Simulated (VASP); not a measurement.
# Ti (P6_3/mmc) in VASP: notebook, part 2 of 2

VASP 6.6.1. Earlier steps stand in the parts before.

### Step 3. Single point, LDA (strain +0.0200 x Voigt [0, 0, 1, 0, 0, 0])

The input, INCAR:

```
SYSTEM = Ti
PREC = Accurate ; ENCUT = 520
EDIFF = 1E-6 ; ISMEAR = 0
SIGMA = 0.15 ; LREAL = .FALSE.
LASPH = .TRUE. ; NELM = 80
ALGO = Fast ; ISIF = 2
LWAVE = .FALSE. ; LCHARG = .FALSE.
NBANDS = 19
```

The input, KPOINTS:

```
regular mesh
0
G
  18 18 10
  0 0 0
```

The input, POSCAR:

```
Ti
1.0
    2.9499978604      0.0000000000      0.0000000000
   -1.4749989302      2.5547730882      0.0000000000
    0.0000000000      0.0000000000      4.7797200000
Ti
2
Direct
    0.3333333333      0.6666666667      0.2500000000
    0.6666666667      0.3333333333      0.7500000000
```

Potentials or basis: VASP PAW LDA potentials, release 64 (Ti_sv).

On the command line:

```console
> cat potpaw_LDA.64/Ti_sv/POTCAR > POTCAR
> mpirun -np 1 vasp_std > vasp.out
```

OUTCAR:

```text
SYSTEM = Ti
   PREC = Accurate
   ENCUT = 520
   EDIFF = 1E-6
   ISMEAR = 0
   LREAL = .FALSE.
   LASPH = .TRUE.
   NELM = 80
   ISIF = 2

 ion  position               nearest neighbor table
   1  0.333  0.667  0.250-
   2  0.667  0.333  0.750-

  LATTYP: Found a hexagonal cell.
 ALAT       =     2.9499978604
 C/A-ratio  =     1.6202452429

  Lattice vectors:

 A1 = (   2.9499978604,   0.0000000000,   0.0000000000)
 A2 = (  -1.4749989302,   2.5547730882,   0.0000000000)
 A3 = (   0.0000000000,   0.0000000000,   4.7797200000)

Analysis of symmetry for initial positions (statically):
=====================================================================
 Subroutine PRICEL returns:
 Original cell was already a primitive cell.

 Routine SETGRP: Setting up the symmetry group for a
 hexagonal supercell.

 Subroutine GETGRP returns: Found 24 space group operations
 (whereof 12 operations were pure point group operations)
 out of a pool of 24 trial point group operations.

The static configuration has the point symmetry D_3d.
 The point group associated with its full space group is D_6h.
[... 153 lines left out ...]

 number of electron      23.9999994 magnetization

 Free energy of the ion-electron system (eV)
  ---------------------------------------------------
  ext. energy  EPLUGINS =         0.00000000
  ---------------------------------------------------
  free energy    TOTEN  =       -16.95489844 eV

  energy without entropy =      -16.92889009  energy(sigma->0) =      -16.94189427

 E-fermi :   7.6993     XC(G=0): -11.6111

 val. band max:        7.6922015495   @ k =   0.2222   0.2222   0.5000
 cond. band min:       7.7039086303   @ k =   0.1111   0.1111   0.3000
 fundamental gap:      0.0117070808
 Fermi energy:         7.6992994785

 k-point     1 :       0.0000    0.0000    0.0000
  band No.  band energies     occupation
      1     -48.5012      2.00000
      2     -48.3865      2.00000
      3     -25.4270      2.00000
      4     -24.8345      2.00000
      5     -24.8345      2.00000
      6     -24.8062      2.00000
[... 505 lines left out ...]
      6     -24.9941      2.00000
[... 11 lines left out ...]
     18      10.9460      0.00000
     19      11.8033      0.00000

 [... further k-points ...]
[... 5 lines left out ...]
  --------------------------------------------------------------------------------------
  -------------------------------------------------------------------------------------
  Total       -2.4997422     -2.4997422     -3.0369741      0.0000000     -0.0000000      0.0000000
  in kB     -111.1806772   -111.1806772   -135.0750618      0.0000000     -0.0000000      0.0000000
  external PRESSURE =    -119.1454721 kB  Pullay stress =       0.0000000 kB

 VOLUME and BASIS-vectors are now :
 -----------------------------------------------------------------------------
  energy-cutoff  :      520.00
  volume of cell :       36.02
      direct lattice vectors                 reciprocal lattice vectors
     2.949997860  0.000000000  0.000000000     0.338983297  0.195712098  0.000000000
    -1.474998930  2.554773088  0.000000000     0.000000000  0.391424195  0.000000000
     0.000000000  0.000000000  4.779720000     0.000000000  0.000000000  0.209217276

 POSITION                                       TOTAL-FORCE (eV/Angst)
 -----------------------------------------------------------------------------------
     -0.00000      1.70318      1.19493         0.000000      0.000000      0.000000
      1.47500      0.85159      3.58479        -0.000000     -0.000000      0.000000
 -----------------------------------------------------------------------------------
    total drift:                               -0.000000      0.000000     -0.000000

  FREE ENERGIE OF THE ION-ELECTRON SYSTEM (eV)
  ---------------------------------------------------
  free  energy   TOTEN  =       -16.9548984438 eV

  energy  without entropy=      -16.9288900872  energy(sigma->0) =      -16.94189427
```

OSZICAR:

```text
N       E                     dE             d eps       ncg     rms          rms(c)
DAV:   1     0.261034255676E+03    0.26103E+03   -0.13062E+04  8468   0.155E+03
DAV:   2     0.107609445838E+02   -0.25027E+03   -0.24632E+03  8665   0.439E+02
DAV:   3    -0.178748706006E+02   -0.28636E+02   -0.28290E+02 15629   0.122E+02
[... 25 lines left out ...]
RMM:  29    -0.169548947305E+02   -0.18249E-05   -0.22636E-05 10314   0.204E-02    0.245E-02
RMM:  30    -0.169548960767E+02   -0.13462E-05   -0.18258E-05 10499   0.192E-02    0.237E-02
RMM:  31    -0.169548971928E+02   -0.11161E-05   -0.15698E-05 10579   0.181E-02    0.224E-02
RMM:  32    -0.169548977403E+02   -0.54750E-06   -0.11517E-05 11091   0.196E-02    0.189E-02
RMM:  33    -0.169548984438E+02   -0.70353E-06   -0.94442E-06  9168   0.159E-02
   1 F= -.16954898E+02 E0= -.16941894E+02  d E =-.260084E-01
```

stdout:

```text
POSCAR found type information on POSCAR Ti
 POSCAR found :  1 types and       2 ions
 scaLAPACK will be used
 LDA part: xc-table for (Slater(with rela. corr.)+CA(PZ))
 , standard interpolation
 POSCAR, INCAR and KPOINTS ok, starting setup
 FFT: planning ... GRIDC
 FFT: planning ... GRID_SOFT
 FFT: planning ... GRID
 WAVECAR not read
 entering main loop
WARNING in EDDRMM: call to ZHEGV failed, returncode =   6  3      9
WARNING in EDDRMM: call to ZHEGV failed, returncode =   6  3     12
WARNING in EDDRMM: call to ZHEGV failed, returncode =   6  3      4
WARNING in EDDRMM: call to ZHEGV failed, returncode =   6  3      6
WARNING in EDDRMM: call to ZHEGV failed, returncode =   8  4      8
WARNING in EDDRMM: call to ZHEGV failed, returncode =   6  3      9
WARNING in EDDRMM: call to ZHEGV failed, returncode =   8  4     18
WARNING in EDDRMM: call to ZHEGV failed, returncode =   8  4      4
WARNING in EDDRMM: call to ZHEGV failed, returncode =   6  3      4
```

Run time: 2.1 min. Hardware: 1 thread of Intel Xeon 6975P-C (Granite Rapids), shared host; peak memory 0.23 GiB.

What came out:

```
Free energy            : -16.9549 eV
Pressure               : -11.9 GPa
Band gap on the k mesh : zero (band 12 reaches 8.41 eV, above the bottom of band 13 at 7.39 eV)
```

Stress tensor (GPa, compression positive):
```
-11.12   0.00   0.00
  0.00 -11.12   0.00
  0.00   0.00 -13.51
```

Caveat: the cell differs from its parent crystal (strain +0.0200 x Voigt [0, 0, 1, 0, 0, 0]).

### Step 4. Single point, LDA (strain +0.0300 x Voigt [0, 0, 1, 0, 0, 0])

The input, INCAR:

```
PREC = Accurate
ENCUT = 520
EDIFF = 1E-6
ISMEAR = 0
SIGMA = 0.15
LREAL = F
LASPH = T
NELM = 80
ALGO = Fast
ISIF = 2
LWAVE = F
LCHARG = F
GGA = CA
NBANDS = 19
```

The input, KPOINTS:

```
Automatic mesh
0
Gamma
  18 18 10
```

Changes to POSCAR since step 3:

```diff
@@ -4,3 +4,3 @@
    -1.4749989302      2.5547730882      0.0000000000
-    0.0000000000      0.0000000000      4.7797200000
+    0.0000000000      0.0000000000      4.8265800000
 Ti
```

On the command line:

```console
> cat potpaw_LDA.64/Ti_sv/POTCAR > POTCAR
> mpirun -np 1 vasp_std > vasp.out
```

Wall time 2.1 min (1 thread of Intel Xeon 6975P-C (Granite Rapids), shared host); peak memory 0.23 GiB.

Results (log left out):

```
Free energy            : -16.9243 eV
Pressure               : -12.6 GPa
Band gap on the k mesh : zero (band 12 reaches 8.25 eV, above the bottom of band 13 at 7.28 eV)
```

Stress tensor (GPa, compression positive):
```
-11.56   0.00   0.00
  0.00 -11.56   0.00
  0.00   0.00 -14.72
```

Levels at points of the mesh, in eV from the Fermi level:
```tsv
k point	band 9	band 10	band 11	band 12	band 13	band 14	band 15	band 16
(0.00, 0.00, 0.00)	-6.00	-2.58	0.51	0.66	0.77	0.77	1.18	1.18
(0.50, 0.00, 0.00)	-2.21	-2.01	-1.75	-0.46	0.48	0.59	0.99	3.26
(0.00, 0.00, 0.50)	-4.28	-4.28	-0.02	-0.02	0.72	0.72	0.72	0.72
(0.50, 0.00, 0.50)	-2.40	-2.40	-0.81	-0.81	1.32	1.32	1.71	1.71
```

Caveat: the cell differs from its parent crystal (strain +0.0300 x Voigt [0, 0, 1, 0, 0, 0]).

### Step 5. The runs side by side

| cell | gap on the mesh (eV) | pressure (GPa) |
| --- | --- | --- |
| a = 2.950, b = 2.950, c = 4.733 Å, angles 90.0, 90.0, 120.0°, 2 atoms | none | -11.1 |
| a = 2.950, b = 2.950, c = 4.780 Å, angles 90.0, 90.0, 120.0°, 2 atoms | none | -11.9 |
| a = 2.950, b = 2.950, c = 4.827 Å, angles 90.0, 90.0, 120.0°, 2 atoms | none | -12.6 |

Alike in all rows: task single point; level LDA; potentials or basis VASP PAW LDA potentials, release 64 (Ti_sv); no spin polarisation; k mesh 18 × 18 × 10; cutoff (eV) 520; smearing gaussian 0.15 eV.

Total energies depend on the potentials used, so only differences within one code and one set of settings carry meaning.
